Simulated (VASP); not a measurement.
# KBr (Immm) in VASP: a series of runs, part 2 of 2

VASP 6.6.1.

**4. Single point, PBEsol (strain +0.0375 x Voigt [0, 0, 0, 1, 0, 0])**

Contents of INCAR:

```
SYSTEM = KBr
ALGO = Normal
EDIFF = 1E-6
ENCUT = 520
GGA = PS
ISIF = 2
ISMEAR = 0
LASPH = .True.
LCHARG = .False.
LREAL = .False.
LWAVE = .False.
NBANDS = 15
NELM = 60
PREC = Accurate
SIGMA = 0.05
```

Contents of KPOINTS:

```
k-points
0
Gamma
  6 6 6
  0 0 0
```

Contents of POSCAR:

```
KBr
1.0
    0.0000000000      3.3362825587      3.3362825587
    3.2748785852      0.0614039735      3.2748785852
    3.2748785852      3.2748785852      0.0614039735
K Br
1 1
Direct
    0.0000000000      0.0000000000      0.0000000000
    0.5000000000      0.5000000000      0.5000000000
```

The run is started by

```sh
> cat potpaw_PBE.64/K_sv/POTCAR potpaw_PBE.64/Br/POTCAR > POTCAR
> mpirun -np 1 vasp_std > vasp.out
```

Run time: 35 s. Hardware: 1 thread of Intel Xeon Platinum 8375C at 2.90GHz (Ice Lake), shared host; peak memory 0.22 GiB.

Results (log left out):

* Free energy: -6.4583 eV
* Pressure: 0.1 GPa
* Band gap on the k mesh: 4.29 eV, direct

Stress tensor (GPa, compression positive):
```
 0.05  0.00  0.00
 0.00  0.06 -0.19
 0.00 -0.19  0.06
```

Levels at points of the mesh, in eV from the valence-band top:
| k point | band 6 | band 7 | band 8 | band 9 | band 10 | band 11 |
| --- | --- | --- | --- | --- | --- | --- |
| (0.00, 0.00, 0.00) | -0.09 | -0.05 | 0.00 | 4.29 | 7.33 | 7.49 |
| (0.50, 0.00, 0.00) | -1.31 | -0.40 | -0.34 | 6.44 | 8.10 | 9.61 |
| (0.00, 0.50, 0.00) | -1.30 | -0.46 | -0.41 | 6.43 | 8.21 | 9.68 |
| (0.50, 0.50, 0.00) | -0.90 | -0.35 | -0.34 | 5.67 | 7.12 | 9.31 |
| (0.00, 0.50, 0.50) | -0.90 | -0.40 | -0.28 | 5.67 | 7.13 | 9.33 |

Caveat: the cell differs from its parent crystal (strain +0.0375 x Voigt [0, 0, 0, 1, 0, 0]); the PAW data sets were made with another functional, which shifts forces and pressure a little.

**5. Single point, PBEsol (strain +0.0125 x Voigt [0, 0, 0, 1, 0, 0])**

Contents of INCAR:

```
  PREC = Accurate
  ENCUT = 520
  EDIFF = 1E-6
  ISMEAR = 0
  SIGMA = 0.05
  LREAL = False
  LASPH = True
  NELM = 60
  ALGO = Normal
  ISIF = 2
  LWAVE = False
  LCHARG = True
  GGA = PS
  LELF = True
  LVHAR = True
  NBANDS = 15
```

Contents of KPOINTS:

```
Automatic mesh
0
Gamma
  6 6 6
```

Contents of POSCAR:

```
KBr
1.0
    0.0000000000      3.2953465764      3.2953465764
    3.2748785852      0.0204679912      3.2748785852
    3.2748785852      3.2748785852      0.0204679912
K Br
1 1
Direct
    0.0000000000      0.0000000000      0.0000000000
    0.5000000000      0.5000000000      0.5000000000
```

Potentials or basis: VASP PAW PBE potentials, release 64 (K_sv, Br).

The run is started by

```sh
> cat potpaw_PBE.64/K_sv/POTCAR potpaw_PBE.64/Br/POTCAR > POTCAR
> mpirun -np 1 vasp_std > vasp.out
```

OUTCAR:

```text
PREC = Accurate
   ENCUT = 520
   EDIFF = 1E-6
   ISMEAR = 0
   LREAL = False
   LASPH = True
   NELM = 60
   ISIF = 2
   GGA = PS

 ion  position               nearest neighbor table
   1  0.000  0.000  0.000-   2 3.27   2 3.27   2 3.27   2 3.27   2 3.27   2 3.27
   2  0.500  0.500  0.500-   1 3.27   1 3.27   1 3.27   1 3.27   1 3.27   1 3.27

  LATTYP: Found a body centered orthorhombic cell.
 ALAT       =     4.6024315996
 B/A-ratio  =     1.0125786164
 C/A-ratio  =     1.4231079873

[... 622 lines left out ...]
------------------------ aborting loop because EDIFF is reached ----------------------------------------

  FORCE on cell =-STRESS in cart. coord.  units (eV):
  Direction    XX          YY          ZZ          XY          YZ          ZX
  --------------------------------------------------------------------------------------
  -------------------------------------------------------------------------------------
  Total        0.0258000      0.0260853      0.0260853      0.0000000     -0.0273021      0.0000000
  in kB        0.5884795      0.5949866      0.5949866      0.0000000     -0.6227417      0.0000000
  external PRESSURE =       0.5928176 kB  Pullay stress =       0.0000000 kB

 VOLUME and BASIS-vectors are now :
 -----------------------------------------------------------------------------
  energy-cutoff  :      520.00
  volume of cell :       70.24
      direct lattice vectors                 reciprocal lattice vectors
     0.000000000  3.295346576  3.295346576    -0.152677416  0.151729109  0.151729109
     3.274878585  0.020467991  3.274878585     0.152677416 -0.153637651  0.153637651
     3.274878585  3.274878585  0.020467991     0.152677416  0.153637651 -0.153637651

 POSITION                                       TOTAL-FORCE (eV/Angst)
 -----------------------------------------------------------------------------------
      0.00000      0.00000      0.00000        -0.000000      0.000000     -0.000000
      3.27488      3.29535      3.29535         0.000000     -0.000000      0.000000
 -----------------------------------------------------------------------------------
    total drift:                                0.000000      0.000000      0.000000

  FREE ENERGIE OF THE ION-ELECTRON SYSTEM (eV)
  ---------------------------------------------------
  free  energy   TOTEN  =        -6.4596936957 eV

  energy  without entropy=       -6.4596936957  energy(sigma->0) =       -6.45969370
```

OSZICAR:

```text
N       E                     dE             d eps       ncg     rms          rms(c)
DAV:   1     0.996261609284E+02    0.99626E+02   -0.69093E+03  1380   0.943E+02
DAV:   2    -0.512353850383E+00   -0.10014E+03   -0.92676E+02  1781   0.228E+02
DAV:   3    -0.641027294960E+01   -0.58979E+01   -0.58707E+01  1898   0.491E+01
DAV:   4    -0.661938769552E+01   -0.20911E+00   -0.20907E+00  2024   0.824E+00
DAV:   5    -0.662118081675E+01   -0.17931E-02   -0.17931E-02  1940   0.850E-01    0.317E+00
DAV:   6    -0.646439219240E+01    0.15679E+00   -0.19435E-01  1730   0.225E+00    0.236E+00
DAV:   7    -0.645205875258E+01    0.12333E-01   -0.89325E-02  1842   0.165E+00    0.111E+00
DAV:   8    -0.645895036474E+01   -0.68916E-02   -0.10527E-02  1645   0.753E-01    0.136E-01
DAV:   9    -0.645934469958E+01   -0.39433E-03   -0.39651E-04  1856   0.118E-01    0.752E-02
DAV:  10    -0.645968720598E+01   -0.34251E-03   -0.37799E-04  1471   0.107E-01    0.210E-02
DAV:  11    -0.645969139692E+01   -0.41909E-05   -0.14592E-05  2076   0.203E-02    0.520E-03
DAV:  12    -0.645969365081E+01   -0.22539E-05   -0.28808E-06  1498   0.113E-02    0.659E-03
DAV:  13    -0.645969369566E+01   -0.44854E-07   -0.38213E-07  1397   0.332E-03
   1 F= -.64596937E+01 E0= -.64596937E+01  d E =-.149308E-13
```

stdout:

```text
POSCAR found type information on POSCAR K Br
 POSCAR found :  2 types and       2 ions
 scaLAPACK will be used
 -----------------------------------------------------------------------------
|                                                                             |
|                                                                             |
|     You enforced a specific xc type in the INCAR file but a different       |
|     I HOPE YOU KNOW WHAT YOU ARE DOING!                                     |
|                                                                             |
 -----------------------------------------------------------------------------

 LDA part: xc-table for (Slater+PW92), standard interpolation
 POSCAR, INCAR and KPOINTS ok, starting setup
 FFT: planning ... GRIDC
 FFT: planning ... GRID_SOFT
 FFT: planning ... GRID
 WAVECAR not read
 entering main loop
```

Run time: 31 s. Hardware: 1 thread of Intel Xeon Platinum 8375C at 2.90GHz (Ice Lake), shared host; peak memory 0.23 GiB.

What came out:

```
Free energy            : -6.4597 eV
Pressure               : 0.1 GPa
Band gap on the k mesh : 4.32 eV, direct
```

Stress tensor (GPa, compression positive):
```
 0.06  0.00  0.00
 0.00  0.06 -0.06
 0.00 -0.06  0.06
```

Caveat: the cell differs from its parent crystal (strain +0.0125 x Voigt [0, 0, 0, 1, 0, 0]); the PAW data sets were made with another functional, which shifts forces and pressure a little.

**6. The runs side by side**

| cell | gap on the mesh (eV) | pressure (GPa) |
| --- | --- | --- |
| a = 4.516, b = 4.632, c = 4.632 Å, angles 61.7, 60.8, 60.8°, 2 atoms | 4.27 | 0.1 |
| a = 4.689, b = 4.632, c = 4.632 Å, angles 59.2, 59.6, 59.6°, 2 atoms | 4.30 | 0.1 |
| a = 4.718, b = 4.632, c = 4.632 Å, angles 58.8, 59.4, 59.4°, 2 atoms | 4.29 | 0.1 |
| a = 4.660, b = 4.631, c = 4.631 Å, angles 59.6, 59.8, 59.8°, 2 atoms | 4.32 | 0.1 |

Alike in all rows: task single point; level PBEsol; potentials or basis VASP PAW PBE potentials, release 64 (K_sv, Br); no spin polarisation; k mesh 6 × 6 × 6; cutoff (eV) 520; smearing gaussian 0.05 eV.

Caveats: the PAW data sets were made with another functional, which shifts forces and pressure a little.

Absolute energies hang on the potentials; compare differences alone.
